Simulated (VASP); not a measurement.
Runs of VASP 6.6.1 on Tl. The structure is that of space group Im-3m (No. 229), or close to it. The cells are those of the table. This isn't the form of Tl at room conditions, which is hcp.

| task | cell | gap on the mesh (eV) | pressure (GPa) |
| --- | --- | --- | --- |
| electric field gradients | a = 3.293 Å, angles 109.5°, 1 atom | none | -0.3 |
| electric field gradients | a = 3.340 Å, angles 108.9°, 1 atom | none | (a) |
| electric field gradients | a = 3.339 Å, angles 109.5°, 1 atom | none | -1.8 |
| single point | a = 3.293 Å, angles 109.5°, 1 atom | none | -0.3 |
| single point | a = 3.406 Å, angles 109.5°, 1 atom | none | -3.4 |

Alike in all rows: level LDA; potentials or basis VASP PAW LDA potentials, release 64 (Tl_d); no spin polarisation; k mesh 13 × 13 × 13; cutoff (eV) 520; smearing fermi-dirac 0.05 eV.

Q: Estimate the missing entries.

A: (a) -2.4.

Caveats: spin-orbit coupling is left out, which moves the levels of the heavy elements; the cell stands under tension (at least some runs).

A k mesh can miss the band edges, and the runs leave out spin-orbit coupling on Tl.

A gap of «none» marks levels without a gap at the run's occupations.
